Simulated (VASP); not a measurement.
# Ti (Fm-3m) in VASP: a series of runs

Runs on Ti. Level: LDA. Tasks: electric field gradients.

Everything below comes from runs of VASP 6.6.1. Logs are shortened: lines on timing, memory, paths and dates and some standing lists are left out, and cuts for length are marked.

## (1) The cell of the first run

It takes space group Fm-3m (No. 225, cubic). Conventional cell: a = 4.073 Å, b = 4.073 Å, c = 4.073 Å, α = 90.00°, β = 90.00°, γ = 90.00°. Within 3.8 Å of Ti (site symmetry m-3m) lie 12 Ti at 2.88 Å.

## (2) Electric field gradients, LDA (volume scaled by 1.01)

The input, INCAR:

```
SYSTEM = Ti
PREC     = Accurate       ! precision mode
ENCUT    = 520            ! plane-wave cutoff, eV
EDIFF    = 1E-8           ! SCF threshold, eV
ISMEAR   = -1             ! smearing method
SIGMA    = 0.05           ! smearing width, eV
LREAL    = .False.        ! projectors in reciprocal space
LASPH    = .True.         ! aspherical terms in the spheres
NELM     = 100            ! most SCF steps
ALGO     = Normal         ! electronic algorithm
ISIF     = 2              ! what is computed and relaxed
LWAVE    = .False.        ! write WAVECAR
LCHARG   = .False.        ! write CHGCAR
LEFG     = .True.       
NBANDS   = 12             ! bands
```

The input, KPOINTS:

```
Automatic mesh
0
Gamma
  14 14 14
  0 0 0
```

The input, POSCAR:

```
Ti
1.0
    0.0000000000      2.0367442356      2.0367442356
    2.0367442356      0.0000000000      2.0367442356
    2.0367442356      2.0367442356      0.0000000000
Ti
1
Direct
    0.0000000000      0.0000000000      0.0000000000
```

Potentials or basis: VASP PAW LDA potentials, release 64 (Ti_sv).

On the command line:

```console
cat potpaw_LDA.64/Ti_sv/POTCAR > POTCAR
mpirun -np 1 vasp_std > vasp.out
```

OUTCAR:

```text
SYSTEM = Ti
   PREC = Accurate
   ENCUT = 520
   EDIFF = 1E-8
   ISMEAR = -1
   LREAL = .False.
   LASPH = .True.
   NELM = 100
   ISIF = 2

 ion  position               nearest neighbor table
   1  0.000  0.000  0.000-

  LATTYP: Found a face centered cubic cell.
 ALAT       =     4.0734884712

  Lattice vectors:

 A1 = (   0.0000000000,   2.0367442356,   2.0367442356)
 A2 = (   2.0367442356,   0.0000000000,   2.0367442356)
 A3 = (   2.0367442356,   2.0367442356,   0.0000000000)

Analysis of symmetry for initial positions (statically):
=====================================================================
 Subroutine PRICEL returns:
 Original cell was already a primitive cell.

 Routine SETGRP: Setting up the symmetry group for a
 face centered cubic supercell.

 Subroutine GETGRP returns: Found 48 space group operations
 (whereof 48 operations were pure point group operations)
 out of a pool of 48 trial point group operations.

The static configuration has the point symmetry O_h .

Analysis of symmetry for dynamics (positions and initial velocities):
=====================================================================
 Subroutine PRICEL returns:
 Original cell was already a primitive cell.

 Routine SETGRP: Setting up the symmetry group for a
 face centered cubic supercell.

 Subroutine GETGRP returns: Found 48 space group operations
 (whereof 48 operations were pure point group operations)
 out of a pool of 48 trial point group operations.

The dynamic configuration has the point symmetry O_h .

 Subroutine INISYM returns: Found 48 space group operations
 (whereof 48 operations are pure point group operations),
 and found     1 'primitive' translations

----------------------------------------------------------------------------------------

                                     Primitive cell

  volume of cell :      16.8982

  direct lattice vectors                    reciprocal lattice vectors
     0.000000000  2.036744236  2.036744236    -0.245489832  0.245489832  0.245489832
     2.036744236  0.000000000  2.036744236     0.245489832 -0.245489832  0.245489832
     2.036744236  2.036744236  0.000000000     0.245489832  0.245489832 -0.245489832

  length of vectors
     2.880391321  2.880391321  2.880391321     0.425200862  0.425200862  0.425200862

  position of ions in fractional coordinates (direct lattice)
     0.000000000  0.000000000  0.000000000

  ion indices of the primitive-cell ions
   primitive index   ion index
                 1           1

----------------------------------------------------------------------------------------

 KPOINTS: Automatic mesh

Automatic generation of k-mesh.
 Grid dimensions read from file:
 generate k-points for:   14   14   14

 Generating k-lattice:

  Cartesian coordinates                     Fractional coordinates (reciprocal lattice)
    -0.017534988  0.017534988  0.017534988     0.071428571  0.000000000  0.000000000
     0.017534988 -0.017534988  0.017534988     0.000000000  0.071428571  0.000000000
     0.017534988  0.017534988 -0.017534988     0.000000000  0.000000000  0.071428571

  Length of vectors
     0.030371490  0.030371490  0.030371490

  Shift w.r.t. Gamma in fractional coordinates (k-lattice)
     0.000000000  0.000000000  0.000000000

 Subroutine IBZKPT returns following result:
 ===========================================

 Found    104 irreducible k-points:

 Following reciprocal coordinates:
            Coordinates               Weight
  0.000000  0.000000  0.000000      1.000000
  0.071429  0.000000  0.000000      8.000000
  0.142857  0.000000  0.000000      8.000000
  0.214286  0.000000  0.000000      8.000000
  0.285714  0.000000  0.000000      8.000000
  0.357143  0.000000  0.000000      8.000000
[... 16 lines left out ...]
  0.214286  0.142857  0.000000     24.000000
  0.285714  0.142857  0.000000     24.000000
 [... further k-points ...]
   k-points           NKPTS =    104   k-points in BZ     NKDIM =    104   number of bands    NBANDS=     12
   number of dos      NEDOS =    301   number of ions     NIONS =      1
   total plane-waves  NPLWV =  13824
   dimension x,y,z NGX =    24 NGY =   24 NGZ =   24
   dimension x,y,z NGXF=    48 NGYF=   48 NGZF=   48
   ions per type =               1
   NGX,Y,Z   is equivalent  to a cutoff of  13.85, 13.85, 13.85 a.u.
   NGXF,Y,Z  is equivalent  to a cutoff of  27.70, 27.70, 27.70 a.u.
 SYSTEM =  Ti
   PREC   = accura    normal or accurate (medium, high low for compatibility)
   ISTART =      0    job   : 0-new  1-cont  2-samecut
   ICHARG =      2    charge: 1-file 2-atom 10-const
   ISPIN  =      1    spin polarized calculation?
   LNONCOLLINEAR =      F non collinear calculations
   LSORBIT =      F    spin-orbit coupling
   LASPH  =      T    aspherical Exc in radial PAW
   ENCUT  =  520.0 eV  38.22 Ry    6.18 a.u.   5.36  5.36  5.36*2*pi/ulx,y,z
   NELM   =    100;   NELMIN=  2; NELMDL= -5     # of ELM steps
   EDIFF  = 0.1E-07   stopping-criterion for ELM
   LREAL  =      F    real-space projection
   EDIFFG = 0.1E-06   stopping-criterion for IOM
   NSW    =      0    number of steps for IOM
   IBRION =     -1    ionic relax: 0-MD 1-quasi-New 2-CG
   NFREE  =      0    steps in history (QN), initial steepest desc. (CG)
   ISIF   =      2    stress and relaxation
   ISYM   =      2    0-nonsym 1-usesym 2-fastsym
   POTIM  = 0.5000    time-step for ionic-motion
   TEBEG  =    0.0;   TEEND  =   0.0 temperature during run
   PSTRESS=    0.0 pullay stress
   NELECT =      12.0000    total number of electrons
   NUPDOWN=      -1.0000    fix difference up-down
   EMIN   =  10.00;   EMAX   =-10.00  energy-range for DOS
   EFERMI =   0.00;   METHOD = LEGACY
   ISMEAR =    -1;   SIGMA  =   0.05  broadening in eV -4-tet -1-fermi 0-gaus
   EFERMI_NEDOS =   21; number of points for ismear=-14 and -15
   IALGO  =     38    algorithm
   IMIX   =      4    mixing-type and parameters
     AMIX     =   0.40;   BMIX     =  1.00
     AMIX_MAG =   1.60;   BMIX_MAG =  1.00
  volume/ion in A,a.u.               =      16.90       114.03
  Fermi-wavevector in a.u.,A,eV,Ry     =   1.460569  2.760075 29.024790  2.133262
  Thomas-Fermi vector in A             =   2.577003
   LORBIT       =      0    0 simple, 1 ext, 2 COOP (PROOUT), +10 PAW based schemes
   GGA     = CA    functional components
   LHFCALC =     F    Hartree Fock is set to
   AEXX    =    0.0000 exact exchange contribution
   IVDW    =     0    specifies the selected vdW correction
   LEPSILON=     F    determine dielectric tensor
   LRPA    =     F    only Hartree local field effects (RPA)
 non-spin polarized calculation
  energy-cutoff  :      520.00
  volume of cell :       16.90
 maximum number of plane-waves:       467
 NGX is ok and might be reduce to    24
   NGX = 11   NGY = 11   NGZ = 11

 number of electron      12.0000002 magnetization

 Free energy of the ion-electron system (eV)
  ---------------------------------------------------
  ext. energy  EPLUGINS =         0.00000000
  ---------------------------------------------------
  free energy    TOTEN  =        -8.48774229 eV

  energy without entropy =       -8.47260736  energy(sigma->0) =       -8.48017483

 E-fermi :   8.2728     XC(G=0): -11.9165

 val. band max:        8.2560432842   @ k =  -0.3571   0.3571   0.1429
 cond. band min:       8.2738641759   @ k =   0.5000   0.2857   0.1429
 fundamental gap:      0.0178208917
 Fermi energy:         8.2727690233

 k-point     1 :       0.0000    0.0000    0.0000
  band No.  band energies     occupation
      1     -47.6982      2.00000
      2     -23.8932      2.00000
      3     -23.8932      2.00000
      4     -23.8932      2.00000
      5       2.1972      2.00000
      6       9.1373      0.00000
      7       9.1373      0.00000
      8       9.1373      0.00000
      9      10.8046      0.00000
     10      10.8046      0.00000
     11      23.7763      0.00000
     12      28.3014      0.00000

 k-point     2 :       0.0714    0.0000    0.0000
  band No.  band energies     occupation
      1     -47.6911      2.00000
      2     -23.9320      2.00000
      3     -23.8980      2.00000
      4     -23.8980      2.00000
      5       2.3668      2.00000
      6       9.0336      0.00000
      7       9.1989      0.00000
      8       9.1989      0.00000
      9      10.7652      0.00000
     10      10.7652      0.00000
     11      23.9196      0.00000
     12      27.0812      0.00000
[... 316 lines left out ...]
 k-point    24 :       0.2857    0.1429    0.0000
  band No.  band energies     occupation
      1     -47.6129      2.00000
      2     -24.2720      2.00000
      3     -23.9928      2.00000
      4     -23.9853      2.00000
      5       4.3583      2.00000
      6       7.9768      1.99464
      7       9.2742      0.00000
      8       9.7980      0.00000
      9      10.5812      0.00000
     10      11.3305      0.00000
     11      22.1876      0.00000
     12      24.6839      0.00000

 [... further k-points ...]
[... 5 lines left out ...]
  --------------------------------------------------------------------------------------
  -------------------------------------------------------------------------------------
  Total       -0.6341792     -0.6341792     -0.6341792      0.0000000     -0.0000000     -0.0000000
  in kB      -60.1288734    -60.1288734    -60.1288734      0.0000000     -0.0000000     -0.0000000
  external PRESSURE =     -60.1288734 kB  Pullay stress =       0.0000000 kB

 VOLUME and BASIS-vectors are now :
 -----------------------------------------------------------------------------
  energy-cutoff  :      520.00
  volume of cell :       16.90
      direct lattice vectors                 reciprocal lattice vectors
     0.000000000  2.036744236  2.036744236    -0.245489832  0.245489832  0.245489832
     2.036744236  0.000000000  2.036744236     0.245489832 -0.245489832  0.245489832
     2.036744236  2.036744236  0.000000000     0.245489832  0.245489832 -0.245489832

 POSITION                                       TOTAL-FORCE (eV/Angst)
 -----------------------------------------------------------------------------------
      0.00000      0.00000      0.00000         0.000000      0.000000      0.000000
 -----------------------------------------------------------------------------------
    total drift:                                0.000000      0.000000     -0.000000

  FREE ENERGIE OF THE ION-ELECTRON SYSTEM (eV)
  ---------------------------------------------------
  free  energy   TOTEN  =        -8.4877422938 eV

  energy  without entropy=       -8.4726073637  energy(sigma->0) =       -8.48017483

 Electric field gradients (V/A^2)
---------------------------------------------------------------------
 ion       V_xx      V_yy      V_zz      V_xy      V_xz      V_yz
---------------------------------------------------------------------
   1      -0.000    -0.000    -0.000    -0.000    -0.000    -0.000
---------------------------------------------------------------------

 Electric field gradients after diagonalization (V/A^2)
 (convention: |V_zz| > |V_xx| > |V_yy|)
----------------------------------------------------------------------
 ion       V_xx      V_yy      V_zz     asymmetry (V_yy - V_xx)/ V_zz
----------------------------------------------------------------------
   1       0.000     0.000    -0.001       0.000
----------------------------------------------------------------------

           NMR quadrupolar parameters

 Cq : quadrupolar parameter    Cq=e*Q*V_zz/h
 eta: asymmetry parameters     (V_yy - V_xx)/ V_zz
 Q  : nuclear electric quadrupole moment in mb (millibarn)
----------------------------------------------------------------------
 ion       Cq(MHz)       eta       Q (mb)
----------------------------------------------------------------------
   1      -0.000       0.000       1.000
----------------------------------------------------------------------
```

It took 11 s on 1 thread of Intel Xeon Platinum 8488C (Sapphire Rapids), shared host; peak memory 0.14 GiB.

Results:

```
Free energy            : -8.4877 eV
Pressure               : -6.0 GPa
Band gap on the k mesh : zero (band 6 reaches 9.14 eV, above the bottom of band 7 at 7.84 eV)
```

Caveat: without QUAD_EFG the Cq values of the log hold for a quadrupole moment of 1 mb, not for the nuclei.

## (3) Electric field gradients, LDA (volume scaled by 1.01)

The input, INCAR:

```
PREC = Accurate ; ENCUT = 520
EDIFF = 1E-8 ; ISMEAR = -1
SIGMA = 0.05 ; LREAL = False
LASPH = True ; NELM = 80
ALGO = Normal ; ISIF = 2
LWAVE = False ; LCHARG = False
LEFG = True ; NBANDS = 12
```

The input, KPOINTS:

```
Automatic mesh
0
Gamma
  14 14 14
```

POSCAR is that of step 2.

Potentials or basis: VASP PAW LDA potentials, release 64 (Ti_sv).

On the command line:

```console
cat potpaw_LDA.64/Ti_sv/POTCAR > POTCAR
mpirun -np 1 vasp_std > vasp.out
```

OUTCAR:

```text
PREC = Accurate
   ENCUT = 520
   EDIFF = 1E-8
   ISMEAR = -1
   LREAL = False
   LASPH = True
   NELM = 80
   ISIF = 2

 ion  position               nearest neighbor table
   1  0.000  0.000  0.000-

  LATTYP: Found a face centered cubic cell.
 ALAT       =     4.0734884712

  Lattice vectors:

 A1 = (   0.0000000000,   2.0367442356,   2.0367442356)
 A2 = (   2.0367442356,   0.0000000000,   2.0367442356)
 A3 = (   2.0367442356,   2.0367442356,   0.0000000000)

Analysis of symmetry for initial positions (statically):
=====================================================================
 Subroutine PRICEL returns:
 Original cell was already a primitive cell.

 Routine SETGRP: Setting up the symmetry group for a
 face centered cubic supercell.

 Subroutine GETGRP returns: Found 48 space group operations
[... 540 lines left out ...]
  external PRESSURE =     -60.1288734 kB  Pullay stress =       0.0000000 kB

 VOLUME and BASIS-vectors are now :
 -----------------------------------------------------------------------------
  energy-cutoff  :      520.00
  volume of cell :       16.90
      direct lattice vectors                 reciprocal lattice vectors
     0.000000000  2.036744236  2.036744236    -0.245489832  0.245489832  0.245489832
     2.036744236  0.000000000  2.036744236     0.245489832 -0.245489832  0.245489832
     2.036744236  2.036744236  0.000000000     0.245489832  0.245489832 -0.245489832

 POSITION                                       TOTAL-FORCE (eV/Angst)
 -----------------------------------------------------------------------------------
      0.00000      0.00000      0.00000         0.000000      0.000000      0.000000
 -----------------------------------------------------------------------------------
    total drift:                                0.000000      0.000000     -0.000000

  FREE ENERGIE OF THE ION-ELECTRON SYSTEM (eV)
  ---------------------------------------------------
  free  energy   TOTEN  =        -8.4877422938 eV

  energy  without entropy=       -8.4726073637  energy(sigma->0) =       -8.48017483

 Electric field gradients (V/A^2)
---------------------------------------------------------------------
 ion       V_xx      V_yy      V_zz      V_xy      V_xz      V_yz
---------------------------------------------------------------------
   1      -0.000    -0.000    -0.000    -0.000    -0.000    -0.000
---------------------------------------------------------------------

 Electric field gradients after diagonalization (V/A^2)
 (convention: |V_zz| > |V_xx| > |V_yy|)
----------------------------------------------------------------------
 ion       V_xx      V_yy      V_zz     asymmetry (V_yy - V_xx)/ V_zz
----------------------------------------------------------------------
   1       0.000     0.000    -0.001       0.000
----------------------------------------------------------------------

           NMR quadrupolar parameters

 Cq : quadrupolar parameter    Cq=e*Q*V_zz/h
 eta: asymmetry parameters     (V_yy - V_xx)/ V_zz
 Q  : nuclear electric quadrupole moment in mb (millibarn)
----------------------------------------------------------------------
 ion       Cq(MHz)       eta       Q (mb)
----------------------------------------------------------------------
   1      -0.000       0.000       1.000
----------------------------------------------------------------------
```

stdout:

```text
POSCAR found type information on POSCAR Ti
 POSCAR found :  1 types and       1 ions
 scaLAPACK will be used
 LDA part: xc-table for (Slater(with rela. corr.)+CA(PZ))
 , standard interpolation
 POSCAR, INCAR and KPOINTS ok, starting setup
 FFT: planning ... GRIDC
 FFT: planning ... GRID_SOFT
 FFT: planning ... GRID
 WAVECAR not read
 entering main loop
ion   1
```

It took 11 s on 1 thread of Intel Xeon Platinum 8488C (Sapphire Rapids), shared host; peak memory 0.14 GiB.

What came out:

```yaml
Free_energy: -8.4877 eV
Pressure: -6.0 GPa
Band_gap_on_the_k_mesh: zero (band 6 reaches 9.14 eV, above the bottom of band 7 at 7.84 eV)
```

Levels at points of the mesh, in eV from the Fermi level:
```tsv
k point	band 4	band 5	band 6	band 7	band 8	band 9
(0.00, 0.00, 0.00)	-32.17	-6.08	0.86	0.86	0.86	2.53
(0.50, 0.00, 0.00)	-32.26	-2.64	0.73	0.73	0.81	3.67
(0.50, 0.50, 0.00)	-32.43	-2.67	-1.80	3.05	3.65	3.98
```

Caveat: without QUAD_EFG the Cq values of the log hold for a quadrupole moment of 1 mb, not for the nuclei.
